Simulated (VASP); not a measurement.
# CuI (Marshite) (F-43m) in VASP: single point with LDA

Aim: the single point of CuI (Marshite) with LDA.

Everything below comes from runs of VASP 6.6.1. Logs are shortened: lines on timing, memory, paths and dates and some standing lists are left out, and cuts for length are marked.

**1. The cell of the first run**

It takes space group F-43m (No. 216, cubic). Conventional cell: a = 6.063 Å, b = 6.063 Å, c = 6.063 Å, α = 90.00°, β = 90.00°, γ = 90.00°. Within 3.5 Å of Cu (site symmetry -43m) lie 4 I at 2.63 Å. I (site symmetry -43m) has 4 Cu at 2.63 Å within 3.5 Å.

**2. Single point, LDA**

File INCAR:

```
SYSTEM = CuI
  ALGO = Normal
  EDIFF = 1E-6
  ENCUT = 520
  GGA = CA
  ISIF = 2
  ISMEAR = 0
  LASPH = .TRUE.
  LCHARG = .FALSE.
  LREAL = .FALSE.
  LWAVE = .FALSE.
  NBANDS = 16
  NELM = 100
  PREC = Accurate
  SIGMA = 0.01
```

File KPOINTS:

```
k-points
0
G
  3 3 3
  0 0 0
```

File POSCAR:

```
CuI
1.0
    0.0000000000      3.0315000000      3.0315000000
    3.0315000000      0.0000000000      3.0315000000
    3.0315000000      3.0315000000      0.0000000000
Cu I
1 1
Direct
    0.2500000000      0.2500000000      0.2500000000
    0.0000000000      0.0000000000      0.0000000000
```

Potentials or basis: VASP PAW LDA potentials, release 64 (Cu, I).

The run is started by

```console
$ cat potpaw_LDA.64/Cu/POTCAR potpaw_LDA.64/I/POTCAR > POTCAR
$ mpirun -np 1 vasp_std > vasp.out
```

OUTCAR:

```text
SYSTEM = CuI
   EDIFF = 1E-6
   ENCUT = 520
   GGA = CA
   ISIF = 2
   ISMEAR = 0
   LASPH = .TRUE.
   LREAL = .FALSE.
   NELM = 100
   PREC = Accurate

 ion  position               nearest neighbor table
   1  0.250  0.250  0.250-   2 2.63   2 2.63   2 2.63   2 2.63
   2  0.000  0.000  0.000-   1 2.63   1 2.63   1 2.63   1 2.63

  LATTYP: Found a face centered cubic cell.
 ALAT       =     6.0630000000

  Lattice vectors:

 A1 = (   0.0000000000,   3.0315000000,   3.0315000000)
 A2 = (   3.0315000000,   0.0000000000,   3.0315000000)
 A3 = (   3.0315000000,   3.0315000000,   0.0000000000)

Analysis of symmetry for initial positions (statically):
=====================================================================
 Subroutine PRICEL returns:
 Original cell was already a primitive cell.

 Routine SETGRP: Setting up the symmetry group for a
 face centered cubic supercell.

 Subroutine GETGRP returns: Found 24 space group operations
 (whereof 24 operations were pure point group operations)
 out of a pool of 48 trial point group operations.

The static configuration has the point symmetry T_d .

Analysis of symmetry for dynamics (positions and initial velocities):
=====================================================================
 Subroutine PRICEL returns:
 Original cell was already a primitive cell.

 Routine SETGRP: Setting up the symmetry group for a
 face centered cubic supercell.

 Subroutine GETGRP returns: Found 24 space group operations
 (whereof 24 operations were pure point group operations)
 out of a pool of 48 trial point group operations.

The dynamic configuration has the point symmetry T_d .

 Subroutine INISYM returns: Found 24 space group operations
 (whereof 24 operations are pure point group operations),
 and found     1 'primitive' translations

----------------------------------------------------------------------------------------

                                     Primitive cell

  volume of cell :      55.7189

  direct lattice vectors                    reciprocal lattice vectors
     0.000000000  3.031500000  3.031500000    -0.164934851  0.164934851  0.164934851
     3.031500000  0.000000000  3.031500000     0.164934851 -0.164934851  0.164934851
     3.031500000  3.031500000  0.000000000     0.164934851  0.164934851 -0.164934851

  length of vectors
     4.287188414  4.287188414  4.287188414     0.285675541  0.285675541  0.285675541

[... 58 lines left out ...]
   NELM   =    100;   NELMIN=  2; NELMDL= -5     # of ELM steps
   EDIFF  = 0.1E-05   stopping-criterion for ELM
   LREAL  =      F    real-space projection
   EDIFFG = 0.1E-04   stopping-criterion for IOM
   NSW    =      0    number of steps for IOM
   IBRION =     -1    ionic relax: 0-MD 1-quasi-New 2-CG
   NFREE  =      0    steps in history (QN), initial steepest desc. (CG)
   ISIF   =      2    stress and relaxation
   ISYM   =      2    0-nonsym 1-usesym 2-fastsym
   POTIM  = 0.5000    time-step for ionic-motion
   TEBEG  =    0.0;   TEEND  =   0.0 temperature during run
   PSTRESS=    0.0 pullay stress
   NELECT =      18.0000    total number of electrons
   NUPDOWN=      -1.0000    fix difference up-down
   EMIN   =  10.00;   EMAX   =-10.00  energy-range for DOS
   EFERMI =   0.00;   METHOD = LEGACY
   ISMEAR =     0;   SIGMA  =   0.01  broadening in eV -4-tet -1-fermi 0-gaus
   EFERMI_NEDOS =   21; number of points for ismear=-14 and -15
   IALGO  =     38    algorithm
   IMIX   =      4    mixing-type and parameters
     AMIX     =   0.40;   BMIX     =  1.00
     AMIX_MAG =   1.60;   BMIX_MAG =  1.00
  volume/ion in A,a.u.               =      27.86       188.00
  Fermi-wavevector in a.u.,A,eV,Ry     =   1.123306  2.122741 17.168055  1.261816
  Thomas-Fermi vector in A             =   2.259971
   LORBIT       =      0    0 simple, 1 ext, 2 COOP (PROOUT), +10 PAW based schemes
   GGA     = CA    functional components
   LHFCALC =     F    Hartree Fock is set to
   AEXX    =    0.0000 exact exchange contribution
   IVDW    =     0    specifies the selected vdW correction
   LEPSILON=     F    determine dielectric tensor
   LRPA    =     F    only Hartree local field effects (RPA)
 non-spin polarized calculation
 Gauss-broadening in eV      SIGMA  =   0.01
  energy-cutoff  :      520.00
  volume of cell :       55.72
 maximum number of plane-waves:      1516
   NGX = 15   NGY = 15   NGZ = 15

 number of electron      18.0000014 magnetization

 Free energy of the ion-electron system (eV)
  ---------------------------------------------------
  ext. energy  EPLUGINS =         0.00000000
  ---------------------------------------------------
  free energy    TOTEN  =        -6.74868142 eV

  energy without entropy =       -6.74868142  energy(sigma->0) =       -6.74868142

 E-fermi :   4.2616     XC(G=0):  -9.2919

 val. band max:        4.2022265044   @ k =   0.0000   0.0000   0.0000
 cond. band min:       5.1832292518   @ k =   0.0000   0.0000   0.0000
 fundamental gap:      0.9810027474
 Fermi energy:         4.2615864591

 k-point     1 :       0.0000    0.0000    0.0000
  band No.  band energies     occupation
      1      -9.7457      2.00000
      2       0.5762      2.00000
      3       0.5762      2.00000
      4       0.5762      2.00000
      5       2.2523      2.00000
      6       2.2523      2.00000
[... 53 lines left out ...]
      3      -0.3119      2.00000
      4       0.5890      2.00000
      5       2.1365      2.00000
      6       2.2514      2.00000
[... 8 lines left out ...]
     15      13.5251      0.00000
     16      17.3739      0.00000

------------------------ aborting loop because EDIFF is reached ----------------------------------------

  FORCE on cell =-STRESS in cart. coord.  units (eV):
  Direction    XX          YY          ZZ          XY          YZ          ZX
  --------------------------------------------------------------------------------------
  -------------------------------------------------------------------------------------
  Total       -1.1466329     -1.1466329     -1.1466329     -0.0000000      0.0000000      0.0000000
  in kB      -32.9710124    -32.9710124    -32.9710124     -0.0000000      0.0000000      0.0000000
  external PRESSURE =     -32.9710124 kB  Pullay stress =       0.0000000 kB

 VOLUME and BASIS-vectors are now :
 -----------------------------------------------------------------------------
  energy-cutoff  :      520.00
  volume of cell :       55.72
      direct lattice vectors                 reciprocal lattice vectors
     0.000000000  3.031500000  3.031500000    -0.164934851  0.164934851  0.164934851
     3.031500000  0.000000000  3.031500000     0.164934851 -0.164934851  0.164934851
     3.031500000  3.031500000  0.000000000     0.164934851  0.164934851 -0.164934851

 POSITION                                       TOTAL-FORCE (eV/Angst)
 -----------------------------------------------------------------------------------
      1.51575      1.51575      1.51575         0.000000      0.000000     -0.000000
      0.00000      0.00000      0.00000        -0.000000     -0.000000      0.000000
 -----------------------------------------------------------------------------------
    total drift:                               -0.000001     -0.000001     -0.000001

  FREE ENERGIE OF THE ION-ELECTRON SYSTEM (eV)
  ---------------------------------------------------
  free  energy   TOTEN  =        -6.7486814200 eV

  energy  without entropy=       -6.7486814200  energy(sigma->0) =       -6.74868142
```

Wall time 7 s (1 thread of Intel Xeon 8259CL, shared host); peak memory 0.15 GiB.

What came out:

```yaml
Free_energy: -6.7487 eV
Pressure: -3.3 GPa
Band_gap_on_the_k_mesh: 0.98 eV, direct
```

Caveat: the k points lie up to 0.60 Å⁻¹ apart; spin-orbit coupling is left out, which moves the levels of the heavy elements.
